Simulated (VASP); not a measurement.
Runs of VASP 6.6.1 on Si. It takes space group Fd-3m (No. 227, cubic). Conventional cell: a = 5.444 Å, b = 5.444 Å, c = 5.444 Å, α = 90.00°, β = 90.00°, γ = 90.00°. Within 3.1 Å of Si (site symmetry -43m) lie 4 Si at 2.36 Å. 

```tsv
level	k mesh	grid for exact exchange (PRECFOCK)	gap on the mesh (eV)	pressure (GPa)
PBE	6 × 6 × 6	-	(b)	(c)
r2SCAN	6 × 6 × 6	-	0.93	-0.2
PBE	8 × 8 × 8	-	0.63	1.2
PBE0	6 × 6 × 6	Normal	(a)	-0.7
```

Alike in all rows: task single point; potentials or basis VASP PAW PBE potentials, release 64 (Si); no spin polarisation; cell as given; cutoff (eV) 520; smearing gaussian 0.01 eV.

Task: Estimate the missing entries.

Result: (a) 1.99; (b) 0.72; (c) 1.3.

Caveats: the PAW data sets were made with another functional, which shifts forces and pressure a little (some runs).

A k mesh can miss the band edges.
